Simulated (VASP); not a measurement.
Here is a VASP 6.6.1 calculation.

POSCAR

```
Li2S
1.0
    0.0000000000      2.8602660700      2.8602660700
    2.8602660700      0.0000000000      2.8602660700
    2.8602660700      2.8602660700      0.0000000000
Li S
2 1
Direct
    0.2500000000      0.2500000000      0.2500000000
    0.7500000000      0.7500000000      0.7500000000
    0.0000000000      0.0000000000      0.0000000000
```

INCAR.step1

```
SYSTEM = Li2S
PREC = Accurate
ENCUT = 830
ISMEAR = 1
SIGMA = 0.0616
LREAL = .False.
LASPH = .True.
NELM = 120
NBANDS = 13
GGA = PE
ALGO = Normal
EDIFF = 1E-5
LWAVE = .True.
LCHARG = .False.
GGA_COMPAT = .False.
```

Contents of INCAR.step2:

```
SYSTEM = Li2S
PREC = Accurate
ENCUT = 830
EDIFF = 1E-6
ISMEAR = 1
SIGMA = 0.0616
LREAL = .False.
LASPH = .True.
NELM = 120
ALGO = Normal
ISIF = 2
LWAVE = .False.
LCHARG = .False.
METAGGA = R2SCAN
LMIXTAU = .True.
NBANDS = 13
ISTART = 1
GGA_COMPAT = .False.
```

File KPOINTS:

```
regular mesh
0
Gamma
  8 8 8
  0 0 0
```

Potentials or basis: VASP PAW PBE potentials, release 64 (Li_sv, S).

Command:

```console
$ cat potpaw_PBE.64/Li_sv/POTCAR potpaw_PBE.64/S/POTCAR > POTCAR
$ cp INCAR.step1 INCAR
$ mpirun -np 1 vasp_std > vasp.out
$ cp INCAR.step2 INCAR
$ mpirun -np 1 vasp_std > vasp.out
```

What does it give for the band gap on the k mesh?

3.87 eV, indirect (least direct gap 4.96 eV).

What does it give for the pressure?

-0.8 GPa.

Caveat: the PAW data sets were made with another functional, which shifts forces and pressure a little. r2SCAN opens gaps a little over a GGA but as a rule still falls short of measured ones.
